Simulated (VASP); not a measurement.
# PbS (Galena): single point with PBEsol

Crystal: PbS (Galena).

```
CELL_PARAMETERS angstrom
0.00000 2.96575 2.96575
2.96575 0.00000 2.96575
2.96575 2.96575 0.00000
ATOMIC_POSITIONS crystal
Pb 0.00000 0.00000 0.00000
S 0.50000 0.50000 0.50000
```

```
Program             : VASP 6.6.1
Task                : single point
Functional          : PBEsol
Potentials or basis : VASP PAW PBE potentials, release 64 (Pb_d, S)
Cutoff              : 500 eV
k mesh              : 6 × 6 × 6
Occupations         : gaussian, width 0.01 eV
Spin                : no spin polarisation
```

The pressure is -0.9 GPa and the band gap on the k mesh is 0.26 eV, direct.

Levels at points of the mesh, in eV from the valence-band top:
| k point | band 8 | band 9 | band 10 | band 11 | band 12 | band 13 |
| --- | --- | --- | --- | --- | --- | --- |
| (0.00, 0.00, 0.00) | -2.17 | -2.17 | -2.17 | 5.16 | 5.16 | 5.16 |
| (0.50, 0.00, 0.00) | -1.77 | -1.77 | 0.00 | 0.26 | 1.90 | 1.90 |
| (0.50, 0.50, 0.00) | -5.25 | -3.46 | -3.46 | 3.72 | 5.53 | 5.64 |

Run time: 7.7 s on 1 thread of Intel(R) Xeon(R) Platinum 8559C (Emerald Rapids) (shared host), peak memory 0.17 GiB.

Caveat: the PAW data sets were made with another functional, which shifts forces and pressure a little; spin-orbit coupling is left out, which moves the levels of the heavy elements. A k mesh can miss the band edges.
